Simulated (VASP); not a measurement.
# Ti3Al (P-6m2) in VASP: single point with PBE

Aim: the single point of Ti3Al with PBE.

Everything below comes from runs of VASP 6.6.1. Logs are shortened: lines on timing, memory, paths and dates and some standing lists are left out, and cuts for length are marked.

### Step 1. The cell of the first run

It takes space group P-6m2 (No. 187, hexagonal). The conventional cell has a = 2.839 Å, b = 2.839 Å, c = 8.946 Å, α = 90.00°, β = 90.00°, γ = 120.00°. Within 3.7 Å of Ti (site symmetry -6m2) lie 12 Ti at 2.77 to 2.84 Å. Within 3.7 Å of Ti (site symmetry 3m) lie 9 Ti at 2.77 to 2.84 Å and 3 Al at 2.78 Å. Al (site symmetry -6m2) has 6 Ti at 2.78 Å and 6 Al at 2.84 Å within 3.7 Å.

### Step 2. Single point, PBE, collinear spin (15.61 Å³/atom)

The input, INCAR:

```
SYSTEM = Ti3Al
  ALGO = Normal
  EDIFF = 1E-6
  ENCUT = 520
  GGA = PE
  ISIF = 2
  ISMEAR = 0
  ISPIN = 2
  LASPH = .TRUE.
  LCHARG = .TRUE.
  LELF = .TRUE.
  LMAXMIX = 4
  LORBIT = 11
  LREAL = .FALSE.
  LVHAR = .TRUE.
  LWAVE = .FALSE.
  MAGMOM = 0.667 0.667 0.667 0
  NBANDS = 32
  NELM = 150
  NUPDOWN = 2.0
  PREC = Accurate
  SIGMA = 0.15
```

The input, KPOINTS:

```
k-points
0
G
  18 18 6
  0 0 0
```

The input, POSCAR:

```
Ti3Al
1.0
    2.8390411744      0.0000000000      0.0000000000
   -1.4195205872      2.4586817795      0.0000000000
    0.0000000000      0.0000000000      8.9457488468
Ti Al
3 1
Direct
    0.6666666667      0.3333333333      0.0000000000
    0.3333333333      0.6666666667      0.7504575668
    0.3333333333      0.6666666667      0.2495424332
    0.6666666667      0.3333333333      0.5000000000
```

Potentials or basis: VASP PAW PBE potentials, release 64 (Ti_sv, Al).

Started as:

```bash
cat potpaw_PBE.64/Ti_sv/POTCAR potpaw_PBE.64/Al/POTCAR > POTCAR
mpirun -np 1 vasp_std > vasp.out
```

OUTCAR:

```text
SYSTEM = Ti3Al
   EDIFF = 1E-6
   ENCUT = 520
   GGA = PE
   ISIF = 2
   ISMEAR = 0
   ISPIN = 2
   LASPH = .TRUE.
   LORBIT = 11
   LREAL = .FALSE.
   NELM = 150
   NUPDOWN = 2.0
   PREC = Accurate

 ion  position               nearest neighbor table
   1  0.667  0.333  0.000-   2 2.77   3 2.77   2 2.77   3 2.77   2 2.77   3 2.77
   2  0.333  0.667  0.750-   1 2.77   1 2.77   1 2.77   4 2.78   4 2.78   4 2.78
   3  0.333  0.667  0.250-   1 2.77   1 2.77   1 2.77   4 2.78   4 2.78   4 2.78
   4  0.667  0.333  0.500-   2 2.78   3 2.78   2 2.78   3 2.78   2 2.78   3 2.78

  LATTYP: Found a hexagonal cell.
 ALAT       =     2.8390411744
 C/A-ratio  =     3.1509753812

  Lattice vectors:

 A1 = (   2.8390411744,   0.0000000000,   0.0000000000)
 A2 = (  -1.4195205872,   2.4586817795,   0.0000000000)
 A3 = (   0.0000000000,   0.0000000000,   8.9457488468)

Analysis of symmetry for initial positions (statically):
=====================================================================
 Subroutine PRICEL returns:
 Original cell was already a primitive cell.

 Routine SETGRP: Setting up the symmetry group for a
 hexagonal supercell.

 Subroutine GETGRP returns: Found 12 space group operations
 (whereof 12 operations were pure point group operations)
 out of a pool of 24 trial point group operations.

The static configuration has the point symmetry D_3h.

Analysis of symmetry for dynamics (positions and initial velocities):
=====================================================================
 Subroutine PRICEL returns:
 Original cell was already a primitive cell.

 Routine SETGRP: Setting up the symmetry group for a
 hexagonal supercell.

 Subroutine GETGRP returns: Found 12 space group operations
 (whereof 12 operations were pure point group operations)
 out of a pool of 24 trial point group operations.

The dynamic configuration has the point symmetry D_3h.

Analysis of structural, dynamic, and magnetic symmetry:
=====================================================================
 Subroutine PRICEL returns:
 Original cell was already a primitive cell.

 Routine SETGRP: Setting up the symmetry group for a
 hexagonal supercell.

 Subroutine GETGRP returns: Found 12 space group operations
 (whereof 12 operations were pure point group operations)
 out of a pool of 24 trial point group operations.

The overall configuration has the point symmetry D_3h.

 Subroutine INISYM returns: Found 12 space group operations
 (whereof 12 operations are pure point group operations),
 and found     1 'primitive' translations

----------------------------------------------------------------------------------------

                                     Primitive cell

  volume of cell :      62.4440

  direct lattice vectors                    reciprocal lattice vectors
     2.839041174  0.000000000  0.000000000     0.352231595  0.203361006  0.000000000
    -1.419520587  2.458681779  0.000000000     0.000000000  0.406722012  0.000000000
     0.000000000  0.000000000  8.945748847     0.000000000  0.000000000  0.111784940

  length of vectors
     2.839041174  2.839041174  8.945748847     0.406722012  0.406722012  0.111784940

  position of ions in fractional coordinates (direct lattice)
     0.666666667  0.333333333  0.000000000
     0.333333333  0.666666667  0.750457567
     0.333333333  0.666666667  0.249542433
     0.666666667  0.333333333  0.500000000

  ion indices of the primitive-cell ions
   primitive index   ion index
                 1           1
                 2           2
                 3           3
                 4           4

----------------------------------------------------------------------------------------

 KPOINTS: k-points

Automatic generation of k-mesh.
 Grid dimensions read from file:
 generate k-points for:   18   18    6

 Generating k-lattice:

  Cartesian coordinates                     Fractional coordinates (reciprocal lattice)
     0.019568422  0.011297834  0.000000000     0.055555556  0.000000000  0.000000000
     0.000000000  0.022595667  0.000000000     0.000000000  0.055555556  0.000000000
     0.000000000  0.000000000  0.018630823     0.000000000  0.000000000  0.166666667

  Length of vectors
     0.022595667  0.022595667  0.018630823

  Shift w.r.t. Gamma in fractional coordinates (k-lattice)
     0.000000000  0.000000000  0.000000000

 Subroutine IBZKPT returns following result:
 ===========================================

 Found    148 irreducible k-points:

 Following reciprocal coordinates:
            Coordinates               Weight
  0.000000  0.000000  0.000000      1.000000
  0.055556  0.000000  0.000000      6.000000
  0.111111  0.000000  0.000000      6.000000
  0.166667  0.000000  0.000000      6.000000
  0.222222  0.000000  0.000000      6.000000
  0.277778  0.000000  0.000000      6.000000
[... 16 lines left out ...]
  0.333333  0.111111  0.000000     12.000000
  0.388889  0.111111  0.000000     12.000000
 [... further k-points ...]
   k-points           NKPTS =    148   k-points in BZ     NKDIM =    148   number of bands    NBANDS=     32
   number of dos      NEDOS =    301   number of ions     NIONS =      4
   total plane-waves  NPLWV =  40320
   dimension x,y,z NGX =    24 NGY =   24 NGZ =   70
   dimension x,y,z NGXF=    48 NGYF=   48 NGZF=  140
   ions per type =               3   1
   NGX,Y,Z   is equivalent  to a cutoff of  14.05, 14.05, 13.01 a.u.
   NGXF,Y,Z  is equivalent  to a cutoff of  28.11, 28.11, 26.02 a.u.
 SYSTEM =  Ti3Al
   PREC   = accura    normal or accurate (medium, high low for compatibility)
   ISTART =      0    job   : 0-new  1-cont  2-samecut
   ICHARG =      2    charge: 1-file 2-atom 10-const
   ISPIN  =      2    spin polarized calculation?
   LNONCOLLINEAR =      F non collinear calculations
   LSORBIT =      F    spin-orbit coupling
   LASPH  =      T    aspherical Exc in radial PAW
   ENCUT  =  520.0 eV  38.22 Ry    6.18 a.u.   5.28  5.28 16.63*2*pi/ulx,y,z
   NELM   =    150;   NELMIN=  2; NELMDL= -5     # of ELM steps
   EDIFF  = 0.1E-05   stopping-criterion for ELM
   LREAL  =      F    real-space projection
   EDIFFG = 0.1E-04   stopping-criterion for IOM
   NSW    =      0    number of steps for IOM
   IBRION =     -1    ionic relax: 0-MD 1-quasi-New 2-CG
   NFREE  =      0    steps in history (QN), initial steepest desc. (CG)
   ISIF   =      2    stress and relaxation
   ISYM   =      2    0-nonsym 1-usesym 2-fastsym
   POTIM  = 0.5000    time-step for ionic-motion
   TEBEG  =    0.0;   TEEND  =   0.0 temperature during run
   PSTRESS=    0.0 pullay stress
   NELECT =      39.0000    total number of electrons
   NUPDOWN=       2.0000    fix difference up-down
   EMIN   =  10.00;   EMAX   =-10.00  energy-range for DOS
   EFERMI =   0.00;   METHOD = LEGACY
   ISMEAR =     0;   SIGMA  =   0.15  broadening in eV -4-tet -1-fermi 0-gaus
   EFERMI_NEDOS =   21; number of points for ismear=-14 and -15
   IALGO  =     38    algorithm
   IMIX   =      4    mixing-type and parameters
     AMIX     =   0.40;   BMIX     =  1.00
     AMIX_MAG =   1.60;   BMIX_MAG =  1.00
  volume/ion in A,a.u.               =      15.61       105.35
  Fermi-wavevector in a.u.,A,eV,Ry     =   1.399371  2.644427 26.643453  1.958239
  Thomas-Fermi vector in A             =   2.522437
   LORBIT       =     11    0 simple, 1 ext, 2 COOP (PROOUT), +10 PAW based schemes
   GGA     = PE    functional components
   LHFCALC =     F    Hartree Fock is set to
   AEXX    =    0.0000 exact exchange contribution
   IVDW    =     0    specifies the selected vdW correction
   LEPSILON=     F    determine dielectric tensor
   LRPA    =     F    only Hartree local field effects (RPA)
 spin polarized calculation
 Gauss-broadening in eV      SIGMA  =   0.15
  energy-cutoff  :      520.00
  volume of cell :       62.44
 maximum number of plane-waves:      1696
 NGX is ok and might be reduce to    24
   NGX = 11   NGY = 11   NGZ = 33

 number of electron      39.0000015 magnetization       2.0000005

 Free energy of the ion-electron system (eV)
  ---------------------------------------------------
  ext. energy  EPLUGINS =         0.00000000
  ---------------------------------------------------
  free energy    TOTEN  =       -27.30214681 eV

  energy without entropy =      -27.24995268  energy(sigma->0) =      -27.27604974

 E-fermi :   8.7933     XC(G=0): -11.5995

 val. band max:        9.3014773810   @ k =   0.1667   0.0000   0.0000
 cond. band min:       8.8090034066   @ k =   0.1667   0.1667   0.3333
 fundamental gap:     -0.4924739744
 Fermi energy:         9.3025663991

 spin component 1

 k-point     1 :       0.0000    0.0000    0.0000
  band No.  band energies     occupation
      1     -47.6873      1.00000
      2     -47.6327      1.00000
      3     -47.5256      1.00000
      4     -24.2786      1.00000
      5     -23.9694      1.00000
      6     -23.5559      1.00000
[... 805 lines left out ...]
     30      13.3596      0.00000
     31      13.9555      0.00000

 [... further k-points ...]

 spin component 2

 k-point     1 :       0.0000    0.0000    0.0000
  band No.  band energies     occupation
      1     -47.3234      1.00000
      2     -47.2033      1.00000
      3     -47.1549      1.00000
      4     -23.8993      1.00000
      5     -23.5354      1.00000
      6     -23.2046      1.00000
[... 805 lines left out ...]
     30      13.8046      0.00000
     31      14.3366      0.00000

 [... further k-points ...]

 [bands above 31 left out]

------------------------ aborting loop because EDIFF is reached ----------------------------------------

  FORCE on cell =-STRESS in cart. coord.  units (eV):
  Direction    XX          YY          ZZ          XY          YZ          ZX
  --------------------------------------------------------------------------------------
  -------------------------------------------------------------------------------------
  Total        4.3811968      4.3811968      6.0287323      0.0000000      0.0000000      0.0000000
  in kB      112.4119887    112.4119887    154.6841687      0.0000000      0.0000000      0.0000000
  external PRESSURE =     126.5027153 kB  Pullay stress =       0.0000000 kB

 VOLUME and BASIS-vectors are now :
 -----------------------------------------------------------------------------
  energy-cutoff  :      520.00
  volume of cell :       62.44
      direct lattice vectors                 reciprocal lattice vectors
     2.839041174  0.000000000  0.000000000     0.352231595  0.203361006  0.000000000
    -1.419520587  2.458681779  0.000000000     0.000000000  0.406722012  0.000000000
     0.000000000  0.000000000  8.945748847     0.000000000  0.000000000  0.111784940

 POSITION                                       TOTAL-FORCE (eV/Angst)
 -----------------------------------------------------------------------------------
      1.41952      0.81956      0.00000        -0.000000     -0.000000      0.000000
     -0.00000      1.63912      6.71340        -0.000000      0.000000     -0.262129
     -0.00000      1.63912      2.23234         0.000000      0.000000      0.262129
      1.41952      0.81956      4.47287         0.000000     -0.000000      0.000000
 -----------------------------------------------------------------------------------
    total drift:                                0.000000     -0.000000      0.000000

  FREE ENERGIE OF THE ION-ELECTRON SYSTEM (eV)
  ---------------------------------------------------
  free  energy   TOTEN  =       -27.3021468060 eV

  energy  without entropy=      -27.2499526779  energy(sigma->0) =      -27.27604974

 total charge

# of ion       s       p       d       tot
------------------------------------------
    1        2.274   6.143   1.978  10.394
    2        2.251   6.148   1.961  10.359
    3        2.251   6.148   1.961  10.359
    4        0.438   0.397   0.000   0.835
--------------------------------------------------
tot          7.213  18.836   5.899  31.948

 magnetization (x)

# of ion       s       p       d       tot
------------------------------------------
    1        0.002   0.042   0.310   0.354
    2        0.007   0.040   0.443   0.490
    3        0.007   0.040   0.443   0.490
    4        0.003   0.021   0.000   0.024
--------------------------------------------------
tot          0.020   0.143   1.196   1.358
```

It took 8.5 min on 1 thread of Intel Xeon Platinum 8259CL at 2.50GHz (Skylake/Cascade Lake), shared host; peak memory 0.51 GiB.

Results:

```yaml
Free_energy: -27.3021 eV
Pressure: 12.7 GPa
Largest_force: 0.262 eV/Å
Net_moment: 2.00 μB per cell
Site_moments: Ti +0.35, +0.49 (each value once); Al +0.02 μB
Valence_electrons_inside_the_program's_atomic_spheres: Ti 10.39, 10.36 (each value once); Al 0.83
```

Forces on the atoms (eV/Å):
```
Ti   0.000  0.000  0.000
Ti   0.000  0.000 -0.262
Ti   0.000  0.000  0.262
Al   0.000  0.000  0.000
```

Stress tensor (GPa, compression positive):
```
11.24  0.00  0.00
 0.00 11.24  0.00
 0.00  0.00 15.47
```

Caveat: the cell stands under pressure; the total moment is fixed, so each spin has its own Fermi level and the state may be an excited one.
